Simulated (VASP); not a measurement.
ZrCrSb3: single point with PBE

The system is ZrCrSb3.

```
Zr Cr Sb
1.0
     4.72899    0.00000    0.00000
     0.00000    4.72899    0.00000
     0.00000    0.00000    4.72899
Zr Cr Sb
1 1 3
Cartesian
  2.3645 2.3645 2.3645
  0.0000 0.0000 0.0000
  0.0000 2.3645 2.3645
  2.3645 0.0000 2.3645
  2.3645 2.3645 0.0000
```

```json
{
 "Program": "VASP 6.6.1",
 "Task": "single point",
 "Functional": "PBE",
 "Potentials or basis": "VASP PAW PBE potentials, release 64 (Zr_sv, Cr_pv, Sb)",
 "Cutoff": "520 eV",
 "k mesh": "4 × 4 × 4",
 "Occupations": "gaussian, width 0.1 eV",
 "Spin": "collinear spin, ferromagnetic start",
 "Starting moments": "[0.0, 3.0, 0.0, 0.0, 0.0] μB"
}
```

```json
{"Pressure": "53.4 GPa", "Net moment": "4.93 μB per cell", "Site moments": "Zr +0.14; Cr +4.11; Sb +0.01 μB", "Valence electrons inside the program's atomic spheres": "Zr 11.23; Cr 10.47; Sb 2.67"}
```

Levels at points of the mesh, in eV from the Fermi level:
Spin up:
| k point | band 18 | band 19 | band 20 | band 21 | band 22 | band 23 | band 24 | band 25 | band 26 | band 27 |
| --- | --- | --- | --- | --- | --- | --- | --- | --- | --- | --- |
| (0.00, 0.00, 0.00) | -1.47 | -0.31 | -0.10 | -0.10 | -0.10 | -0.03 | -0.03 | -0.03 | 2.95 | 2.95 |
| (0.50, 0.00, 0.00) | -1.48 | -1.14 | -0.33 | -0.33 | -0.32 | 0.42 | 2.43 | 2.63 | 2.63 | 3.34 |
| (0.50, 0.50, 0.00) | -1.37 | -1.31 | -1.11 | -0.70 | -0.70 | -0.15 | 0.61 | 2.08 | 3.71 | 4.33 |
| (0.50, 0.50, 0.50) | -1.21 | -1.21 | -1.08 | -1.08 | -1.08 | 2.25 | 2.25 | 2.25 | 3.53 | 3.53 |
Spin down:
```tsv
k point	band 15	band 16	band 17	band 18	band 19	band 20
(0.00, 0.00, 0.00)	-0.48	-0.48	-0.12	-0.12	-0.12	1.16
(0.50, 0.00, 0.00)	-2.84	-2.17	-2.17	-0.23	1.86	2.17
(0.50, 0.50, 0.00)	-3.34	-1.59	-1.59	-0.12	1.69	1.75
(0.50, 0.50, 0.50)	-3.32	-3.32	-0.50	2.34	2.34	2.52
```

Run time: 110 s on 1 thread of Intel(R) Xeon(R) 6975P-C (Granite Rapids), on a shared host, peak memory 0.27 GiB.

Caveat: the cell stands under pressure; spin-orbit coupling is left out, which moves the levels of the heavy elements; a cell with one magnetic atom can't hold antiferromagnetic order, which such compounds often take.
